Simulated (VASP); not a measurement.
# Zn (Fm-3m) in VASP: a series of runs

The runs below take Zn through single point, with PBEsol.

All numbers are computed with VASP 6.6.1; they aren't measurements. Logs are shortened: lines on timing, memory, paths and dates and some standing lists are left out, and cuts for length are marked.

## 1. The cell of the first run

The structure is cubic, space group Fm-3m (No. 225). Conventional cell: a = 3.819 Å, b = 3.819 Å, c = 3.819 Å, α = 90.00°, β = 90.00°, γ = 90.00°. Within 3.6 Å of Zn (site symmetry m-3m) lie 12 Zn at 2.70 Å.

## 2. Single point, PBEsol

File INCAR:

```
SYSTEM = Zn
ALGO = Normal ; EDIFF = 1E-6
ENCUT = 500 ; GGA = PS
GGA_COMPAT = .FALSE. ; ISIF = 2
ISMEAR = 0 ; LASPH = .TRUE.
LCHARG = .TRUE. ; LELF = .TRUE.
LREAL = .FALSE. ; LVHAR = .TRUE.
LWAVE = .FALSE. ; NBANDS = 12
NELM = 120 ; PREC = Accurate
SIGMA = 0.05
```

File KPOINTS:

```
k-points
0
G
  19 19 19
  0 0 0
```

File POSCAR:

```
Zn
1.0
    0.0000000000      1.9097423606      1.9097423606
    1.9097423606      0.0000000000      1.9097423606
    1.9097423606      1.9097423606      0.0000000000
Zn
1
Direct
    0.0000000000      0.0000000000      0.0000000000
```

Potentials or basis: VASP PAW PBE potentials, release 64 (Zn).

On the command line:

```
> cat potpaw_PBE.64/Zn/POTCAR > POTCAR
> mpirun -np 1 vasp_std > vasp.out
```

OUTCAR:

```text
SYSTEM = Zn
   EDIFF = 1E-6
   ENCUT = 500
   GGA = PS
   ISIF = 2
   ISMEAR = 0
   LASPH = .TRUE.
   LREAL = .FALSE.
   NELM = 120
   PREC = Accurate

 ion  position               nearest neighbor table
   1  0.000  0.000  0.000-

  LATTYP: Found a face centered cubic cell.
 ALAT       =     3.8194847212

  Lattice vectors:

 A1 = (   0.0000000000,   1.9097423606,   1.9097423606)
 A2 = (   1.9097423606,   0.0000000000,   1.9097423606)
 A3 = (   1.9097423606,   1.9097423606,   0.0000000000)

Analysis of symmetry for initial positions (statically):
=====================================================================
 Subroutine PRICEL returns:
 Original cell was already a primitive cell.

 Routine SETGRP: Setting up the symmetry group for a
 face centered cubic supercell.

 Subroutine GETGRP returns: Found 48 space group operations
 (whereof 48 operations were pure point group operations)
 out of a pool of 48 trial point group operations.

The static configuration has the point symmetry O_h .

Analysis of symmetry for dynamics (positions and initial velocities):
=====================================================================
 Subroutine PRICEL returns:
 Original cell was already a primitive cell.

 Routine SETGRP: Setting up the symmetry group for a
 face centered cubic supercell.

 Subroutine GETGRP returns: Found 48 space group operations
 (whereof 48 operations were pure point group operations)
 out of a pool of 48 trial point group operations.

The dynamic configuration has the point symmetry O_h .

 Subroutine INISYM returns: Found 48 space group operations
 (whereof 48 operations are pure point group operations),
 and found     1 'primitive' translations

----------------------------------------------------------------------------------------

                                     Primitive cell

  volume of cell :      13.9301

  direct lattice vectors                    reciprocal lattice vectors
     0.000000000  1.909742361  1.909742361    -0.261815421  0.261815421  0.261815421
     1.909742361  0.000000000  1.909742361     0.261815421 -0.261815421  0.261815421
     1.909742361  1.909742361  0.000000000     0.261815421  0.261815421 -0.261815421

  length of vectors
     2.700783547  2.700783547  2.700783547     0.453477611  0.453477611  0.453477611

  position of ions in fractional coordinates (direct lattice)
     0.000000000  0.000000000  0.000000000
[... 76 lines left out ...]
   EDIFF  = 0.1E-05   stopping-criterion for ELM
   LREAL  =      F    real-space projection
   EDIFFG = 0.1E-04   stopping-criterion for IOM
   NSW    =      0    number of steps for IOM
   IBRION =     -1    ionic relax: 0-MD 1-quasi-New 2-CG
   NFREE  =      0    steps in history (QN), initial steepest desc. (CG)
   ISIF   =      2    stress and relaxation
   ISYM   =      2    0-nonsym 1-usesym 2-fastsym
   POTIM  = 0.5000    time-step for ionic-motion
   TEBEG  =    0.0;   TEEND  =   0.0 temperature during run
   PSTRESS=    0.0 pullay stress
   NELECT =      12.0000    total number of electrons
   NUPDOWN=      -1.0000    fix difference up-down
   EMIN   =  10.00;   EMAX   =-10.00  energy-range for DOS
   EFERMI =   0.00;   METHOD = LEGACY
   ISMEAR =     0;   SIGMA  =   0.05  broadening in eV -4-tet -1-fermi 0-gaus
   EFERMI_NEDOS =   21; number of points for ismear=-14 and -15
   IALGO  =     38    algorithm
   IMIX   =      4    mixing-type and parameters
     AMIX     =   0.40;   BMIX     =  1.00
     AMIX_MAG =   1.60;   BMIX_MAG =  1.00
  volume/ion in A,a.u.               =      13.93        94.00
  Fermi-wavevector in a.u.,A,eV,Ry     =   1.557700  2.943626 33.013572  2.426429
  Thomas-Fermi vector in A             =   2.661312
   LORBIT       =      0    0 simple, 1 ext, 2 COOP (PROOUT), +10 PAW based schemes
   GGA     = PS    functional components
   LHFCALC =     F    Hartree Fock is set to
   AEXX    =    0.0000 exact exchange contribution
   IVDW    =     0    specifies the selected vdW correction
   LEPSILON=     F    determine dielectric tensor
   LRPA    =     F    only Hartree local field effects (RPA)
 non-spin polarized calculation
 Gauss-broadening in eV      SIGMA  =   0.05
  energy-cutoff  :      500.00
  volume of cell :       13.93
 maximum number of plane-waves:       363
   NGX =  9   NGY =  9   NGZ =  9

 number of electron      12.0000017 magnetization

 Free energy of the ion-electron system (eV)
  ---------------------------------------------------
  ext. energy  EPLUGINS =         0.00000000
  ---------------------------------------------------
  free energy    TOTEN  =        -1.55691413 eV

  energy without entropy =       -1.55650313  energy(sigma->0) =       -1.55670863

 E-fermi :   3.5123     XC(G=0): -12.1814

 val. band max:        3.4565641684   @ k =  -0.3684   0.4737   0.1053
 cond. band min:       3.5266250822   @ k =  -0.4737   0.1579   0.0526
 fundamental gap:      0.0700609138
 Fermi energy:         3.5122573397

 k-point     1 :       0.0000    0.0000    0.0000
  band No.  band energies     occupation
      1      -7.5350      2.00000
      2      -4.2896      2.00000
      3      -4.2896      2.00000
      4      -4.2896      2.00000
      5      -3.8396      2.00000
      6      -3.8396      2.00000
      7      22.9963      0.00000
      8      22.9963      0.00000
      9      22.9963      0.00000
     10      23.1070      0.00000
     11      25.6667      0.00000
     12      25.6667      0.00000
[... 331 lines left out ...]
 k-point    24 :      -0.2632    0.0526    0.0000
  band No.  band energies     occupation
      1      -5.4524      2.00000
      2      -4.2246      2.00000
      3      -4.1918      2.00000
      4      -4.0513      2.00000
      5      -3.7922      2.00000
      6      -3.5648      2.00000
      7       9.9642      0.00000
      8      18.2663      0.00000
      9      21.5948      0.00000
     10      22.7266      0.00000
     11      24.8445      0.00000
     12      25.9571      0.00000

 [... further k-points ...]
[... 5 lines left out ...]
  --------------------------------------------------------------------------------------
  -------------------------------------------------------------------------------------
  Total        0.1575380      0.1575380      0.1575380      0.0000000      0.0000000      0.0000000
  in kB       18.1193063     18.1193063     18.1193063      0.0000000      0.0000000      0.0000000
  external PRESSURE =      18.1193063 kB  Pullay stress =       0.0000000 kB

 VOLUME and BASIS-vectors are now :
 -----------------------------------------------------------------------------
  energy-cutoff  :      500.00
  volume of cell :       13.93
      direct lattice vectors                 reciprocal lattice vectors
     0.000000000  1.909742361  1.909742361    -0.261815421  0.261815421  0.261815421
     1.909742361  0.000000000  1.909742361     0.261815421 -0.261815421  0.261815421
     1.909742361  1.909742361  0.000000000     0.261815421  0.261815421 -0.261815421

 POSITION                                       TOTAL-FORCE (eV/Angst)
 -----------------------------------------------------------------------------------
      0.00000      0.00000      0.00000         0.000000     -0.000000      0.000000
 -----------------------------------------------------------------------------------
    total drift:                                0.000000      0.000000      0.000000

  FREE ENERGIE OF THE ION-ELECTRON SYSTEM (eV)
  ---------------------------------------------------
  free  energy   TOTEN  =        -1.5569141269 eV

  energy  without entropy=       -1.5565031323  energy(sigma->0) =       -1.55670863
```

OSZICAR:

```text
N       E                     dE             d eps       ncg     rms          rms(c)
DAV:   1     0.401704166135E+02    0.40170E+02   -0.64184E+03  5512   0.158E+03
DAV:   2    -0.596593743505E+00   -0.40767E+02   -0.38369E+02  5488   0.210E+02
DAV:   3    -0.172102017837E+01   -0.11244E+01   -0.11229E+01  6168   0.351E+01
DAV:   4    -0.172332010952E+01   -0.22999E-02   -0.22998E-02  5936   0.148E+00
DAV:   5    -0.172332155247E+01   -0.14429E-05   -0.14428E-05  6084   0.367E-02    0.352E+00
DAV:   6    -0.156930435936E+01    0.15402E+00   -0.86775E-01  6336   0.189E+01    0.251E+00
DAV:   7    -0.156071210293E+01    0.85923E-02   -0.17163E-02  5904   0.261E+00    0.129E+00
DAV:   8    -0.155692990622E+01    0.37822E-02   -0.11983E-03  7140   0.496E-01    0.292E-02
DAV:   9    -0.155691549115E+01    0.14415E-04   -0.12467E-04  8004   0.193E-01    0.282E-02
DAV:  10    -0.155691421117E+01    0.12800E-05   -0.11916E-05  5636   0.616E-02    0.149E-03
DAV:  11    -0.155691412688E+01    0.84298E-07   -0.12280E-07  3304   0.549E-03
   1 F= -.15569141E+01 E0= -.15567086E+01  d E =-.410995E-03
```

Wall time 23 s (1 thread of Intel Xeon 6975P-C (Granite Rapids), shared host); peak memory 0.14 GiB.

Results:

| Quantity | Value |
| --- | --- |
| Free energy | -1.5569 eV |
| Pressure | 1.8 GPa |
| Band gap on the k mesh | zero (band 6 reaches 5.56 eV, above the bottom of band 7 at 2.39 eV) |

Caveat: the PAW data sets were made with another functional, which shifts forces and pressure a little.

## 3. Single point, PBEsol

This run uses another cell than the first one, of 14.14 Å³/atom, 1.015 times its volume.

File INCAR:

```
SYSTEM = Zn
  PREC = Accurate
  ENCUT = 500
  EDIFF = 1E-6
  ISMEAR = 0
  SIGMA = 0.05
  LREAL = .False.
  LASPH = .True.
  NELM = 120
  ALGO = Normal
  ISIF = 2
  LWAVE = .False.
  LCHARG = .False.
  GGA = PS
  NBANDS = 12
  GGA_COMPAT = .False.
```

File KPOINTS:

```
regular mesh
0
Gamma
  19 19 19
  0 0 0
```

File POSCAR:

```
Zn
1.0
    0.0000000000      1.9193876876      1.9193876876
    1.9193876876      0.0000000000      1.9193876876
    1.9193876876      1.9193876876      0.0000000000
Zn
1
Direct
    0.0000000000      0.0000000000      0.0000000000
```

Potentials or basis: VASP PAW PBE potentials, release 64 (Zn).

On the command line:

```
> cat potpaw_PBE.64/Zn/POTCAR > POTCAR
> mpirun -np 1 vasp_std > vasp.out
```

Wall time 19 s (1 thread of Intel Xeon 6975P-C (Granite Rapids), shared host); peak memory 0.15 GiB.

Results (log left out):

```
Free energy            : -1.5584 eV
Pressure               : 0.4 GPa
Band gap on the k mesh : zero (band 6 reaches 5.43 eV, above the bottom of band 7 at 2.25 eV)
```

Levels at points of the mesh, in eV from the Fermi level:
```tsv
k point	band 3	band 4	band 5	band 6	band 7	band 8	band 9	band 10
(0.00, 0.00, 0.00)	-7.75	-7.75	-7.31	-7.31	19.27	19.27	19.27	19.48
```

Caveat: the PAW data sets were made with another functional, which shifts forces and pressure a little.

## 4. Single point, PBEsol

This run uses another cell than the first one, of 14.35 Å³/atom, 1.030 times its volume.

File INCAR:

```
ALGO = Normal
EDIFF = 1E-6
ENCUT = 500
GGA = PS
GGA_COMPAT = F
ISIF = 2
ISMEAR = 0
LASPH = T
LCHARG = F
LREAL = F
LWAVE = F
NBANDS = 12
NELM = 120
PREC = Accurate
SIGMA = 0.05
```

File KPOINTS:

```
k-points
0
Gamma
  19 19 19
```

File POSCAR:

```
Zn
1.0
    0.0000000000      1.9289370373      1.9289370373
    1.9289370373      0.0000000000      1.9289370373
    1.9289370373      1.9289370373      0.0000000000
Zn
1
Direct
    0.0000000000      0.0000000000      0.0000000000
```

On the command line:

```
> cat potpaw_PBE.64/Zn/POTCAR > POTCAR
> mpirun -np 1 vasp_std > vasp.out
```

Wall time 21 s (1 thread of Intel Xeon 6975P-C (Granite Rapids), shared host); peak memory 0.14 GiB.

It converged, with:

| Quantity | Value |
| --- | --- |
| Free energy | -1.5581 eV |
| Pressure | -0.8 GPa |
| Band gap on the k mesh | zero (band 6 reaches 5.31 eV, above the bottom of band 7 at 2.11 eV) |

Levels at points of the mesh, in eV from the Fermi level:
```csv
k point,band 4,band 5,band 6,band 7,band 8,band 9
"(0.00, 0.00, 0.00)",-7.70,-7.28,-7.28,19.06,19.06,19.06
```

Caveat: the PAW data sets were made with another functional, which shifts forces and pressure a little.

## 5. Summary

| cell | gap on the mesh (eV) | pressure (GPa) |
| --- | --- | --- |
| a = 2.701 Å, angles 60.0°, 1 atom | none | 1.8 |
| a = 2.714 Å, angles 60.0°, 1 atom | none | 0.4 |
| a = 2.728 Å, angles 60.0°, 1 atom | none | -0.8 |

Alike in all rows: task single point; level PBEsol; potentials or basis VASP PAW PBE potentials, release 64 (Zn); no spin polarisation; k mesh 19 × 19 × 19; cutoff (eV) 500; smearing gaussian 0.05 eV.

Caveats: the PAW data sets were made with another functional, which shifts forces and pressure a little.

Total energies depend on the potentials used, so only differences within one code and one set of settings carry meaning.
